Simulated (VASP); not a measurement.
Here is a VASP 6.6.1 calculation.

INCAR

```
PREC = Accurate
ENCUT = 520
EDIFF = 1E-6
ISMEAR = -1
SIGMA = 0.03
LREAL = False
LASPH = True
NELM = 100
ALGO = Normal
ISIF = 2
LWAVE = False
LCHARG = False
GGA = PE
NBANDS = 10
```

The input KPOINTS:

```
regular mesh
0
Gamma
  14 14 14
```

File POSCAR:

```
Re
1.0
    0.0592500000      2.0046250000      2.0046250000
    2.0046250000      0.0592500000      2.0046250000
    2.0046250000      2.0046250000      0.0592500000
Re
1
Direct
    0.0000000000      0.0000000000      0.0000000000
```

Potentials or basis: VASP PAW PBE potentials, release 64 (Re).

Launch:

```console
$ cat potpaw_PBE.64/Re/POTCAR > POTCAR
$ mpirun -np 1 vasp_std > vasp.out
```

(1) Predict the band gap on the k mesh.

(2) Predict the pressure.

## Answers

(1) zero (an odd number of electrons rules out a gap without spin polarisation).

(2) -8.8 GPa.

Caveat: the cell differs from its parent crystal (equal xy, yz and zx shear strains of +3 %); the cell stands under tension; spin-orbit coupling is left out, which moves the levels of the heavy elements.
